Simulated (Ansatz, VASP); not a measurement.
**TiAl3 in VASP and in Ansatz**

```
CELL_PARAMETERS angstrom
2.75136 0.00000 0.00000
0.00000 4.63180 0.00000
0.00000 0.00000 4.85423
ATOMIC_POSITIONS crystal
Ti 0.00000 0.50000 0.16257
Al 0.50000 0.50000 0.66371
Al 0.50000 0.00000 0.33282
Al 0.00000 0.00000 0.84089
```

Alike in both runs: task relaxation of cell and atoms; functional LDA; k mesh 12 × 8 × 8; occupations fermi-dirac, width 0.15 eV; no spin polarisation.

```csv
,VASP,Ansatz
version,VASP 6.6.1,Ansatz 0.2.0
potentials or method,"VASP PAW LDA potentials, release 64 (Ti_sv, Al), cutoff 600 eV","scalar-relativistic, plane waves, PAW"
valence electrons in the cell,21,21
```

VASP gave:

| Quantity | Value |
| --- | --- |
| gap on the k mesh at the Fermi level, each at its own relaxed structure (eV) | none |
| relaxed volume (Å³/atom) | 15.51 |
| relaxed length of the cell vector where the two differ most in proportion (Å) | 4.855 |

Problem. What did Ansatz give for the same quantities?

Solution. gap on the k mesh at the Fermi level, each at its own relaxed structure (eV): none; relaxed volume (Å³/atom): 15.49; relaxed length of the cell vector where the two differ most in proportion (Å): 4.853.

Ansatz warns that its potentials were made for another functional, while VASP's fit it. LDA's correlation is that of Perdew and Zunger in VASP and of Perdew and Wang (1992) in Ansatz. A gap of «none» marks a metal or a gap that the smearing closes.
